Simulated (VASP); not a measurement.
# SiGe3 (I-42d) in VASP: single point with PBE

Aim: the single point of SiGe3 with PBE.

Everything below comes from runs of VASP 6.6.1. Logs are shortened: lines on timing, memory, paths and dates and some standing lists are left out, and cuts for length are marked.

### Step 1. The cell of the first run

The structure is tetragonal, space group I-42d (No. 122). The conventional cell has a = 5.676 Å, b = 5.676 Å, c = 11.354 Å, α = 90.00°, β = 90.00°, γ = 90.00°. Within 3.2 Å of Si (site symmetry -4) lie 4 Ge at 2.43 Å. Ge (site symmetry 2) has 2 Si at 2.43 Å and 2 Ge at 2.49 Å within 3.2 Å. Within 3.3 Å of Ge (site symmetry -4) lie 4 Ge at 2.49 Å.

### Step 2. Single point, PBE

Contents of INCAR:

```
PREC = Accurate
ENCUT = 520
EDIFF = 1E-6
ISMEAR = 0
SIGMA = 0.02
LREAL = False
LASPH = True
NELM = 100
ALGO = Normal
ISIF = 2
LWAVE = False
LCHARG = False
GGA = PE
NBANDS = 56
```

Contents of KPOINTS:

```
Automatic mesh
0
Gamma
  10 10 10
```

Contents of POSCAR:

```
SiGe3
1.0
   -2.8382397198      2.8382397198      5.6770470654
    2.8382397198     -2.8382397198      5.6770470654
    2.8382397198      2.8382397198     -5.6770470654
Si Ge
2 6
Direct
    0.0000000000      0.0000000000      0.0000000000
    0.7500000000      0.2500000000      0.5000000000
    0.6340503775      0.6250000000      0.5090503775
    0.5000000000      0.5000000000      0.0000000000
    0.1159496225      0.1250000000      0.4909496225
    0.3750000000      0.8840503775      0.0090503775
    0.8750000000      0.3659496225      0.9909496225
    0.2500000000      0.7500000000      0.5000000000
```

Potentials or basis: VASP PAW PBE potentials, release 64 (Si, Ge_d).

On the command line:

```
cat potpaw_PBE.64/Si/POTCAR potpaw_PBE.64/Ge_d/POTCAR > POTCAR
mpirun -np 1 vasp_std > vasp.out
```

OUTCAR:

```text
PREC = Accurate
   ENCUT = 520
   EDIFF = 1E-6
   ISMEAR = 0
   LREAL = False
   LASPH = True
   NELM = 100
   ISIF = 2
   GGA = PE

 ion  position               nearest neighbor table
   1  0.000  0.000  0.000-   7 2.43   5 2.43   6 2.43   3 2.43
   2  0.750  0.250  0.500-   5 2.43   3 2.43   6 2.43   7 2.43
   3  0.634  0.625  0.509-   1 2.43   2 2.43   4 2.49   8 2.49
   4  0.500  0.500  0.000-   3 2.49   7 2.49   5 2.49   6 2.49
   5  0.116  0.125  0.491-   2 2.43   1 2.43   4 2.49   8 2.49
   6  0.375  0.884  0.009-   1 2.43   2 2.43   8 2.49   4 2.49
   7  0.875  0.366  0.991-   1 2.43   2 2.43   8 2.49   4 2.49
   8  0.250  0.750  0.500-   6 2.49   5 2.49   7 2.49   3 2.49

  LATTYP: Found a body centered tetragonal cell.
 ALAT       =     5.6764794396
 C/A-ratio  =     2.0001999922

  Lattice vectors:

 A1 = (  -2.8382397198,   2.8382397198,   5.6770470654)
 A2 = (   2.8382397198,  -2.8382397198,   5.6770470654)
 A3 = (   2.8382397198,   2.8382397198,  -5.6770470654)

Analysis of symmetry for initial positions (statically):
=====================================================================
 Subroutine PRICEL returns:
 Original cell was already a primitive cell.

 Routine SETGRP: Setting up the symmetry group for a
 body centered tetragonal supercell.

 Subroutine GETGRP returns: Found  8 space group operations
 (whereof  4 operations were pure point group operations)
 out of a pool of 16 trial point group operations.

The static configuration has the point symmetry S_4 .
 The point group associated with its full space group is D_2d.

Analysis of symmetry for dynamics (positions and initial velocities):
=====================================================================
 Subroutine PRICEL returns:
 Original cell was already a primitive cell.

 Routine SETGRP: Setting up the symmetry group for a
 body centered tetragonal supercell.

 Subroutine GETGRP returns: Found  8 space group operations
 (whereof  4 operations were pure point group operations)
 out of a pool of 16 trial point group operations.

The dynamic configuration has the point symmetry S_4 .
 The point group associated with its full space group is D_2d.

 Subroutine INISYM returns: Found  8 space group operations
 (whereof  4 operations are pure point group operations),
 and found     1 'primitive' translations

----------------------------------------------------------------------------------------

                                     Primitive cell

  volume of cell :     182.9282

  direct lattice vectors                    reciprocal lattice vectors
    -2.838239720  2.838239720  5.677047065     0.000000000  0.176165528  0.088073957
     2.838239720 -2.838239720  5.677047065     0.176165528  0.000000000  0.088073957
     2.838239720  2.838239720 -5.677047065     0.176165528  0.176165528  0.000000000

  length of vectors
     6.952702553  6.952702553  6.952702553     0.196955110  0.196955110  0.249135680

  position of ions in fractional coordinates (direct lattice)
     0.000000000  0.000000000  0.000000000
     0.750000000  0.250000000  0.500000000
     0.634050378  0.625000000  0.509050378
     0.500000000  0.500000000  0.000000000
     0.115949622  0.125000000  0.490949622
     0.375000000  0.884050378  0.009050378
     0.875000000  0.365949622  0.990949622
     0.250000000  0.750000000  0.500000000

  ion indices of the primitive-cell ions
   primitive index   ion index
                 1           1
                 2           2
                 3           3
                 4           4
                 5           5
                 6           6
                 7           7
                 8           8

----------------------------------------------------------------------------------------

 KPOINTS: Automatic mesh

Automatic generation of k-mesh.
 Grid dimensions read from file:
 generate k-points for:   10   10   10

 Generating k-lattice:

  Cartesian coordinates                     Fractional coordinates (reciprocal lattice)
     0.000000000  0.017616553  0.008807396     0.100000000  0.000000000  0.000000000
     0.017616553  0.000000000  0.008807396     0.000000000  0.100000000  0.000000000
     0.017616553  0.017616553  0.000000000     0.000000000  0.000000000  0.100000000

  Length of vectors
     0.019695511  0.019695511  0.024913568

  Shift w.r.t. Gamma in fractional coordinates (k-lattice)
     0.000000000  0.000000000  0.000000000

 Subroutine IBZKPT returns following result:
 ===========================================

 Found    102 irreducible k-points:

 Following reciprocal coordinates:
            Coordinates               Weight
  0.000000  0.000000  0.000000      1.000000
  0.100000 -0.000000  0.000000      8.000000
  0.200000 -0.000000  0.000000      8.000000
  0.300000 -0.000000  0.000000      8.000000
  0.400000 -0.000000  0.000000      8.000000
  0.500000 -0.000000  0.000000      4.000000
[... 16 lines left out ...]
  0.300000  0.300000  0.000000      8.000000
  0.400000  0.300000  0.000000     16.000000
 [... further k-points ...]
   k-points           NKPTS =    102   k-points in BZ     NKDIM =    102   number of bands    NBANDS=     56
   number of dos      NEDOS =    301   number of ions     NIONS =      8
   total plane-waves  NPLWV = 157464
   dimension x,y,z NGX =    54 NGY =   54 NGZ =   54
   dimension x,y,z NGXF=   108 NGYF=  108 NGZF=  108
   ions per type =               2   6
   NGX,Y,Z   is equivalent  to a cutoff of  12.91, 12.91, 12.91 a.u.
   NGXF,Y,Z  is equivalent  to a cutoff of  25.82, 25.82, 25.82 a.u.
 SYSTEM =  unknown system
   PREC   = accura    normal or accurate (medium, high low for compatibility)
   ISTART =      0    job   : 0-new  1-cont  2-samecut
   ICHARG =      2    charge: 1-file 2-atom 10-const
   ISPIN  =      1    spin polarized calculation?
   LNONCOLLINEAR =      F non collinear calculations
   LSORBIT =      F    spin-orbit coupling
   LASPH  =      T    aspherical Exc in radial PAW
   ENCUT  =  520.0 eV  38.22 Ry    6.18 a.u.  12.93 12.93 12.93*2*pi/ulx,y,z
   NELM   =    100;   NELMIN=  2; NELMDL= -5     # of ELM steps
   EDIFF  = 0.1E-05   stopping-criterion for ELM
   LREAL  =      F    real-space projection
   EDIFFG = 0.1E-04   stopping-criterion for IOM
   NSW    =      0    number of steps for IOM
   IBRION =     -1    ionic relax: 0-MD 1-quasi-New 2-CG
   NFREE  =      0    steps in history (QN), initial steepest desc. (CG)
   ISIF   =      2    stress and relaxation
   ISYM   =      2    0-nonsym 1-usesym 2-fastsym
   POTIM  = 0.5000    time-step for ionic-motion
   TEBEG  =    0.0;   TEEND  =   0.0 temperature during run
   PSTRESS=    0.0 pullay stress
   NELECT =      92.0000    total number of electrons
   NUPDOWN=      -1.0000    fix difference up-down
   EMIN   =  10.00;   EMAX   =-10.00  energy-range for DOS
   EFERMI =   0.00;   METHOD = LEGACY
   ISMEAR =     0;   SIGMA  =   0.02  broadening in eV -4-tet -1-fermi 0-gaus
   EFERMI_NEDOS =   21; number of points for ismear=-14 and -15
   IALGO  =     38    algorithm
   IMIX   =      4    mixing-type and parameters
     AMIX     =   0.40;   BMIX     =  1.00
     AMIX_MAG =   1.60;   BMIX_MAG =  1.00
  volume/ion in A,a.u.               =      22.87       154.31
  Fermi-wavevector in a.u.,A,eV,Ry     =   1.301899  2.460232 23.061066  1.694941
  Thomas-Fermi vector in A             =   2.433002
   LORBIT       =      0    0 simple, 1 ext, 2 COOP (PROOUT), +10 PAW based schemes
   GGA     = PE    functional components
   LHFCALC =     F    Hartree Fock is set to
   AEXX    =    0.0000 exact exchange contribution
   IVDW    =     0    specifies the selected vdW correction
   LEPSILON=     F    determine dielectric tensor
   LRPA    =     F    only Hartree local field effects (RPA)
 non-spin polarized calculation
 Gauss-broadening in eV      SIGMA  =   0.02
  energy-cutoff  :      520.00
  volume of cell :      182.93
 maximum number of plane-waves:      4956
 NGX is ok and might be reduce to    54
   NGX = 25   NGY = 25   NGZ = 25

 number of electron      91.9999974 magnetization

 Free energy of the ion-electron system (eV)
  ---------------------------------------------------
  ext. energy  EPLUGINS =         0.00000000
  ---------------------------------------------------
  free energy    TOTEN  =       -37.84892995 eV

  energy without entropy =      -37.84892995  energy(sigma->0) =      -37.84892995

 E-fermi :   4.8796     XC(G=0):  -9.6338

 val. band max:        4.7902182456   @ k =   0.0000   0.0000   0.0000
 cond. band min:       5.1605675897   @ k =   0.5000   0.5000   0.0000
 fundamental gap:      0.3703493440
 Fermi energy:         4.8796288831

 k-point     1 :       0.0000    0.0000    0.0000
  band No.  band energies     occupation
      1     -19.8661      2.00000
      2     -19.8661      2.00000
      3     -19.8590      2.00000
      4     -19.8424      2.00000
      5     -19.8126      2.00000
      6     -19.8126      2.00000
[... 48 lines left out ...]
     55       9.2824      0.00000
     56       9.3806      0.00000

 k-point     2 :       0.1000   -0.0000    0.0000
  band No.  band energies     occupation
      1     -19.8659      2.00000
      2     -19.8656      2.00000
      3     -19.8589      2.00000
      4     -19.8419      2.00000
      5     -19.8138      2.00000
      6     -19.8132      2.00000
[... 48 lines left out ...]
     55       8.8365      0.00000
     56       9.1564      0.00000

 k-point     3 :       0.2000   -0.0000    0.0000
  band No.  band energies     occupation
      1     -19.8655      2.00000
      2     -19.8646      2.00000
      3     -19.8583      2.00000
      4     -19.8406      2.00000
      5     -19.8172      2.00000
      6     -19.8147      2.00000
[... 1172 lines left out ...]
 k-point    23 :       0.3000    0.3000    0.0000
  band No.  band energies     occupation
      1     -19.8638      2.00000
      2     -19.8634      2.00000
      3     -19.8493      2.00000
      4     -19.8407      2.00000
      5     -19.8256      2.00000
      6     -19.8221      2.00000
[... 48 lines left out ...]
     55       9.0522      0.00000
     56       9.7032      0.00000

 k-point    24 :       0.4000    0.3000    0.0000
  band No.  band energies     occupation
      1     -19.8639      2.00000
      2     -19.8632      2.00000
      3     -19.8485      2.00000
      4     -19.8409      2.00000
      5     -19.8263      2.00000
      6     -19.8226      2.00000
[... 48 lines left out ...]
     55       8.5945      0.00000
     56       9.4825      0.00000

 [... further k-points ...]

------------------------ aborting loop because EDIFF is reached ----------------------------------------

  FORCE on cell =-STRESS in cart. coord.  units (eV):
  Direction    XX          YY          ZZ          XY          YZ          ZX
  --------------------------------------------------------------------------------------
  -------------------------------------------------------------------------------------
  Total       -0.0200526     -0.0200526     -0.0479398      0.0000000     -0.0000000      0.0000000
  in kB       -0.1756310     -0.1756310     -0.4198814      0.0000000     -0.0000000      0.0000000
  external PRESSURE =      -0.2570478 kB  Pullay stress =       0.0000000 kB

 VOLUME and BASIS-vectors are now :
 -----------------------------------------------------------------------------
  energy-cutoff  :      520.00
  volume of cell :      182.93
      direct lattice vectors                 reciprocal lattice vectors
    -2.838239720  2.838239720  5.677047065     0.000000000  0.176165528  0.088073957
     2.838239720 -2.838239720  5.677047065     0.176165528  0.000000000  0.088073957
     2.838239720  2.838239720 -5.677047065     0.176165528  0.176165528  0.000000000

 POSITION                                       TOTAL-FORCE (eV/Angst)
 -----------------------------------------------------------------------------------
      0.00000      0.00000      0.00000         0.000000      0.000000     -0.000000
      0.00000      2.83824      2.83852        -0.000000     -0.000000      0.000000
      1.41912      1.47049      4.25779        -0.000000      0.003973      0.000000
      0.00000      0.00000      5.67705         0.000000     -0.000000      0.000000
      1.41912      1.36775     -1.41926         0.000000     -0.003973     -0.000000
      1.47049     -1.41912      7.09631         0.003973     -0.000000      0.000000
      1.36775      4.25736      1.41926        -0.003973      0.000000     -0.000000
      2.83824      0.00000      2.83852         0.000000      0.000000      0.000000
 -----------------------------------------------------------------------------------
    total drift:                                0.000008      0.000008      0.000006

  FREE ENERGIE OF THE ION-ELECTRON SYSTEM (eV)
  ---------------------------------------------------
  free  energy   TOTEN  =       -37.8489299466 eV

  energy  without entropy=      -37.8489299466  energy(sigma->0) =      -37.84892995
```

Wall time 28 min (1 thread of Oxide Virtual Turin-like, shared host); peak memory 0.86 GiB.

What came out:

| Item | Value |
| --- | --- |
| Free energy | -37.8489 eV |
| Pressure | 0.0 GPa |
| Largest force | 0.004 eV/Å |
| Band gap on the k mesh | 0.37 eV (least direct gap 0.46 eV) |

Forces in eV/Å, atoms in the order of the input:
```
Si   0.000  0.000  0.000
Si   0.000  0.000  0.000
Ge   0.000  0.004  0.000
Ge   0.000  0.000  0.000
Ge   0.000 -0.004  0.000
Ge   0.004  0.000  0.000
Ge  -0.004  0.000  0.000
Ge   0.000  0.000  0.000
```

Caveat: semilocal functionals underestimate gaps, and a narrow one can read as zero. A k mesh can miss the band edges.
